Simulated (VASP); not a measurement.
# TiSi2 (Cmcm) in VASP: a series of runs

TiSi2 is run at these levels: PBE; tasks: single point.

Everything below comes from runs of VASP 6.6.1. Logs are shortened: lines on timing, memory, paths and dates and some standing lists are left out, and cuts for length are marked.

## Step 1: The cell of the first run

Symmetry: Cmcm, No. 63, orthorhombic system. The conventional cell has a = 3.499 Å, b = 14.495 Å, c = 3.530 Å, α = 90.00°, β = 90.00°, γ = 90.00°. Ti (site symmetry m2m) has 10 Si at 2.57 to 2.93 Å and 6 Ti at 3.47 to 3.53 Å within 3.6 Å. Within 3.3 Å of Si (site symmetry m2m) lie 6 Si at 2.46 to 3.28 Å and 6 Ti at 2.57 to 2.93 Å. Within 3.3 Å of Si (site symmetry m2m) lie 8 Si at 2.49 to 3.28 Å and 4 Ti at 2.76 Å.

## Step 2: Single point, PBE (14.92 Å³/atom)

The input, INCAR:

```
SYSTEM = TiSi2
  ALGO = Normal
  EDIFF = 1E-6
  ENCUT = 520
  GGA = PE
  ISIF = 2
  ISMEAR = 0
  LASPH = .True.
  LCHARG = .True.
  LELF = .True.
  LREAL = .False.
  LVHAR = .True.
  LWAVE = .False.
  NBANDS = 29
  NELM = 60
  PREC = Accurate
  SIGMA = 0.15
```

The input, KPOINTS:

```
k-points
0
Gamma
  12 12 12
  0 0 0
```

The input, POSCAR:

```
TiSi2
1.0
    1.7495992329     -7.2473046658      0.0000000000
    1.7495992329      7.2473046658      0.0000000000
    0.0000000000      0.0000000000      3.5304754183
Ti Si
2 4
Direct
    0.8968075259      0.1031924741      0.7500000000
    0.1031924741      0.8968075259      0.2500000000
    0.5591373592      0.4408626408      0.7500000000
    0.4408626408      0.5591373592      0.2500000000
    0.2498287182      0.7501712818      0.7500000000
    0.7501712818      0.2498287182      0.2500000000
```

Potentials or basis: VASP PAW PBE potentials, release 64 (Ti_sv, Si).

On the command line:

```
cat potpaw_PBE.64/Ti_sv/POTCAR potpaw_PBE.64/Si/POTCAR > POTCAR
mpirun -np 1 vasp_std > vasp.out
```

OUTCAR:

```text
SYSTEM = TiSi2
   EDIFF = 1E-6
   ENCUT = 520
   GGA = PE
   ISIF = 2
   ISMEAR = 0
   LASPH = .True.
   LREAL = .False.
   NELM = 60
   PREC = Accurate

 ion  position               nearest neighbor table
   1  0.897  0.103  0.750-   4 2.57   4 2.57   4 2.57   4 2.57   5 2.76   5 2.76   6 2.76   6 2.76
                             3 2.93   3 2.93
   2  0.103  0.897  0.250-   3 2.57   3 2.57   3 2.57   3 2.57   6 2.76   6 2.76   5 2.76   5 2.76
                             4 2.93   4 2.93
   3  0.559  0.441  0.750-   4 2.46   4 2.46   2 2.57   2 2.57   2 2.57   2 2.57   1 2.93   1 2.93

   4  0.441  0.559  0.250-   3 2.46   3 2.46   1 2.57   1 2.57   1 2.57   1 2.57   2 2.93   2 2.93

   5  0.250  0.750  0.750-   6 2.49   6 2.49   6 2.49   6 2.49   1 2.76   1 2.76   2 2.76   2 2.76

   6  0.750  0.250  0.250-   5 2.49   5 2.49   5 2.49   5 2.49   2 2.76   2 2.76   1 2.76   1 2.76

  LATTYP: Found a base centered orthorhombic cell.
 ALAT       =     3.4991984658
 B/A-ratio  =     4.1422655712
 C/A-ratio  =     1.0089383191

  Lattice vectors:

 A1 = (   1.7495992329,  -7.2473046658,   0.0000000000)
 A2 = (   1.7495992329,   7.2473046658,   0.0000000000)
 A3 = (   0.0000000000,   0.0000000000,   3.5304754183)

Analysis of symmetry for initial positions (statically):
=====================================================================
 Subroutine PRICEL returns:
 Original cell was already a primitive cell.

 Routine SETGRP: Setting up the symmetry group for a
 base centered orthorhombic supercell.

 Subroutine GETGRP returns: Found  8 space group operations
 (whereof  4 operations were pure point group operations)
 out of a pool of  8 trial point group operations.

The static configuration has the point symmetry C_2h.
 The point group associated with its full space group is D_2h.

Analysis of symmetry for dynamics (positions and initial velocities):
=====================================================================
 Subroutine PRICEL returns:
 Original cell was already a primitive cell.

 Routine SETGRP: Setting up the symmetry group for a
 base centered orthorhombic supercell.

 Subroutine GETGRP returns: Found  8 space group operations
 (whereof  4 operations were pure point group operations)
 out of a pool of  8 trial point group operations.

The dynamic configuration has the point symmetry C_2h.
 The point group associated with its full space group is D_2h.

[... 107 lines left out ...]
   LREAL  =      F    real-space projection
   EDIFFG = 0.1E-04   stopping-criterion for IOM
   NSW    =      0    number of steps for IOM
   IBRION =     -1    ionic relax: 0-MD 1-quasi-New 2-CG
   NFREE  =      0    steps in history (QN), initial steepest desc. (CG)
   ISIF   =      2    stress and relaxation
   ISYM   =      2    0-nonsym 1-usesym 2-fastsym
   POTIM  = 0.5000    time-step for ionic-motion
   TEBEG  =    0.0;   TEEND  =   0.0 temperature during run
   PSTRESS=    0.0 pullay stress
   NELECT =      40.0000    total number of electrons
   NUPDOWN=      -1.0000    fix difference up-down
   EMIN   =  10.00;   EMAX   =-10.00  energy-range for DOS
   EFERMI =   0.00;   METHOD = LEGACY
   ISMEAR =     0;   SIGMA  =   0.15  broadening in eV -4-tet -1-fermi 0-gaus
   EFERMI_NEDOS =   21; number of points for ismear=-14 and -15
   IALGO  =     38    algorithm
   IMIX   =      4    mixing-type and parameters
     AMIX     =   0.40;   BMIX     =  1.00
     AMIX_MAG =   1.60;   BMIX_MAG =  1.00
  volume/ion in A,a.u.               =      14.92       100.70
  Fermi-wavevector in a.u.,A,eV,Ry     =   1.251513  2.365017 21.310602  1.566285
  Thomas-Fermi vector in A             =   2.385457
   LORBIT       =      0    0 simple, 1 ext, 2 COOP (PROOUT), +10 PAW based schemes
   GGA     = PE    functional components
   LHFCALC =     F    Hartree Fock is set to
   AEXX    =    0.0000 exact exchange contribution
   IVDW    =     0    specifies the selected vdW correction
   LEPSILON=     F    determine dielectric tensor
   LRPA    =     F    only Hartree local field effects (RPA)
 non-spin polarized calculation
 Gauss-broadening in eV      SIGMA  =   0.15
  energy-cutoff  :      520.00
  volume of cell :       89.53
 maximum number of plane-waves:      2452
   NGX = 27   NGY = 27   NGZ = 13

 number of electron      40.0000002 magnetization

 Free energy of the ion-electron system (eV)
  ---------------------------------------------------
  ext. energy  EPLUGINS =         0.00000000
  ---------------------------------------------------
  free energy    TOTEN  =       -40.51513046 eV

  energy without entropy =      -40.49571537  energy(sigma->0) =      -40.50542292

 E-fermi :   9.8986     XC(G=0): -11.4064

 val. band max:        9.8923436066   @ k =  -0.1667   0.1667   0.4167
 cond. band min:       9.8996730119   @ k =   0.5000   0.0833   0.0833
 fundamental gap:      0.0073294053
 Fermi energy:         9.8986298593

 k-point     1 :       0.0000    0.0000    0.0000
  band No.  band energies     occupation
      1     -47.0862      2.00000
      2     -47.0814      2.00000
      3     -23.4499      2.00000
      4     -23.3952      2.00000
      5     -23.3624      2.00000
      6     -23.3551      2.00000
[... 757 lines left out ...]
     28      12.5811      0.00000
     29      13.2614      0.00000

 [... further k-points ...]

------------------------ aborting loop because EDIFF is reached ----------------------------------------

  FORCE on cell =-STRESS in cart. coord.  units (eV):
  Direction    XX          YY          ZZ          XY          YZ          ZX
  --------------------------------------------------------------------------------------
  -------------------------------------------------------------------------------------
  Total        1.0560239     -6.5682948      0.8394533      0.0000000      0.0000000      0.0000000
  in kB       18.8975735   -117.5397969     15.0220379      0.0000000      0.0000000      0.0000000
  external PRESSURE =     -27.8733952 kB  Pullay stress =       0.0000000 kB

 VOLUME and BASIS-vectors are now :
 -----------------------------------------------------------------------------
  energy-cutoff  :      520.00
  volume of cell :       89.53
      direct lattice vectors                 reciprocal lattice vectors
     1.749599233 -7.247304666  0.000000000     0.285779732 -0.068991166  0.000000000
     1.749599233  7.247304666  0.000000000     0.285779732  0.068991166  0.000000000
     0.000000000  0.000000000  3.530475418     0.000000000  0.000000000  0.283247971

 POSITION                                       TOTAL-FORCE (eV/Angst)
 -----------------------------------------------------------------------------------
      1.74960     -5.75157      2.64786         0.000000      0.594384     -0.000000
      1.74960      5.75157      0.88262         0.000000     -0.594384      0.000000
      1.74960     -0.85717      2.64786         0.000000      0.476280      0.000000
      1.74960      0.85717      0.88262         0.000000     -0.476280      0.000000
      1.74960      3.62613      2.64786         0.000000     -0.018055      0.000000
      1.74960     -3.62613      0.88262         0.000000      0.018055      0.000000
 -----------------------------------------------------------------------------------
    total drift:                                0.000000      0.000000     -0.000000

  FREE ENERGIE OF THE ION-ELECTRON SYSTEM (eV)
  ---------------------------------------------------
  free  energy   TOTEN  =       -40.5151304643 eV

  energy  without entropy=      -40.4957153668  energy(sigma->0) =      -40.50542292
```

OSZICAR:

```text
N       E                     dE             d eps       ncg     rms          rms(c)
DAV:   1     0.385612428106E+03    0.38561E+03   -0.18833E+04 17466   0.144E+03
DAV:   2     0.148356949554E+01   -0.38413E+03   -0.37340E+03 17658   0.424E+02
DAV:   3    -0.410171196177E+02   -0.42501E+02   -0.41683E+02 28850   0.118E+02
DAV:   4    -0.445725327865E+02   -0.35554E+01   -0.35306E+01 25346   0.302E+01
DAV:   5    -0.447821974194E+02   -0.20966E+00   -0.20959E+00 26284   0.613E+00    0.179E+01
DAV:   6    -0.415591367473E+02    0.32231E+01   -0.43503E+01 24972   0.427E+01    0.832E+00
DAV:   7    -0.406435050267E+02    0.91563E+00   -0.11679E+01 24141   0.236E+01    0.536E+00
DAV:   8    -0.405205260863E+02    0.12298E+00   -0.10722E+00 23328   0.723E+00    0.105E+00
DAV:   9    -0.405150839522E+02    0.54421E-02   -0.75045E-02 25261   0.186E+00    0.632E-01
DAV:  10    -0.405152918886E+02   -0.20794E-03   -0.15442E-02 24940   0.863E-01    0.249E-01
DAV:  11    -0.405151874520E+02    0.10444E-03   -0.38460E-03 24539   0.445E-01    0.635E-02
DAV:  12    -0.405151278435E+02    0.59608E-04   -0.39719E-04 23210   0.149E-01    0.114E-02
DAV:  13    -0.405151308985E+02   -0.30550E-05   -0.18821E-05 26382   0.296E-02    0.624E-03
DAV:  14    -0.405151307167E+02    0.18185E-06   -0.13324E-05 23953   0.258E-02    0.519E-03
DAV:  15    -0.405151304643E+02    0.25238E-06   -0.22286E-06 16570   0.118E-02
   1 F= -.40515130E+02 E0= -.40505423E+02  d E =-.194151E-01
```

Wall time 26 min (1 thread of Intel Xeon Platinum 8175M at 2.50GHz (Skylake/Cascade Lake), shared host); peak memory 0.74 GiB.

What came out:

| Item | Value |
| --- | --- |
| Free energy | -40.5151 eV |
| Pressure | -2.8 GPa |
| Largest force | 0.594 eV/Å |
| Band gap on the k mesh | zero (bands 20 and 21 overlap by 0.88 eV) |

Forces on the atoms (eV/Å):
```
Ti   0.000  0.594  0.000
Ti   0.000 -0.594  0.000
Si   0.000  0.476  0.000
Si   0.000 -0.476  0.000
Si   0.000 -0.018  0.000
Si   0.000  0.018  0.000
```

Stress tensor (GPa, compression positive):
```
  1.89   0.00   0.00
  0.00 -11.75   0.00
  0.00   0.00   1.50
```

Levels at points of the mesh, in eV from the Fermi level:
```
           k point  band 18  band 19  band 20  band 21  band 22  band 23
(0.00, 0.00, 0.00)    -1.95    -1.65     0.58     0.69     0.82     0.86
(0.50, 0.00, 0.00)    -1.41    -0.72    -0.39    -0.30     1.27     1.43
(0.50, 0.50, 0.00)    -1.51    -1.50     0.54     0.73     0.87     0.91
(0.00, 0.00, 0.50)    -1.82     0.01     0.01     0.33     0.33     1.54
(0.50, 0.00, 0.50)    -3.39    -2.32    -2.32     1.44     1.44     1.94
(0.50, 0.50, 0.50)    -1.75    -0.54    -0.54     0.31     0.31     1.68
```

Caveat: the stress differs along the axes, from -12 to 2 GPa.

## Step 3: Single point, PBE (14.92 Å³/atom)

The input, INCAR:

```
SYSTEM = TiSi2
  PREC = Accurate
  ENCUT = 520
  EDIFF = 1E-7
  ISMEAR = 0
  SIGMA = 0.15
  LREAL = .False.
  LASPH = .True.
  NELM = 60
  ALGO = Normal
  ISIF = 2
  LWAVE = .False.
  LCHARG = .True.
  GGA = PE
  LELF = .True.
  LVHAR = .True.
  NBANDS = 29
```

The input, KPOINTS:

```
Automatic mesh
0
Gamma
  12 12 12
  0 0 0
```

POSCAR: that of step 2 with these lines changed.

```diff
@@ -2,5 +2,5 @@
 1.0
-    1.7495992329     -7.2473046658      0.0000000000
-    1.7495992329      7.2473046658      0.0000000000
-    0.0000000000      0.0000000000      3.5304754183
+    1.8456427929     -6.5126595459      0.0000000000
+    1.8456427929      6.5126595459      0.0000000000
+    0.0000000000      0.0000000000      3.7242794745
 Ti Si
```

Potentials or basis: VASP PAW PBE potentials, release 64 (Ti_sv, Si).

On the command line:

```
cat potpaw_PBE.64/Ti_sv/POTCAR potpaw_PBE.64/Si/POTCAR > POTCAR
mpirun -np 1 vasp_std > vasp.out
```

It took 26 min on 1 thread of Intel Xeon Platinum 8175M at 2.50GHz (Skylake/Cascade Lake), shared host; peak memory 0.72 GiB.

It converged, with:

| Property | Result |
| --- | --- |
| Free energy | -40.4477 eV |
| Pressure | -5.5 GPa |
| Largest force | 0.472 eV/Å |
| Band gap on the k mesh | zero (bands 20 and 21 overlap by 0.84 eV) |

Forces in eV/Å, atoms in the order of the input:
```
Ti   0.000 -0.472  0.000
Ti   0.000  0.472  0.000
Si   0.000 -0.205  0.000
Si   0.000  0.205  0.000
Si   0.000  0.038  0.000
Si   0.000 -0.038  0.000
```

Stress tensor (GPa, compression positive):
```
-10.41   0.00   0.00
  0.00   5.13   0.00
  0.00   0.00 -11.18
```

Levels at points of the mesh, in eV from the Fermi level:
| k point | band 18 | band 19 | band 20 | band 21 | band 22 | band 23 |
| --- | --- | --- | --- | --- | --- | --- |
| (0.00, 0.00, 0.00) | -1.56 | -1.47 | 0.33 | 0.51 | 0.73 | 0.83 |
| (0.50, 0.00, 0.00) | -0.97 | -0.73 | -0.53 | -0.46 | 0.50 | 1.05 |
| (0.50, 0.50, 0.00) | -2.21 | -0.82 | 0.22 | 0.46 | 0.46 | 0.86 |
| (0.00, 0.00, 0.50) | -1.21 | -0.06 | -0.06 | 1.21 | 1.21 | 1.34 |
| (0.50, 0.00, 0.50) | -2.74 | -2.20 | -2.20 | 1.55 | 1.55 | 1.57 |
| (0.50, 0.50, 0.50) | -2.15 | -1.05 | -1.05 | 0.34 | 0.34 | 1.37 |

Caveat: the stress differs along the axes, from -11 to 5 GPa.
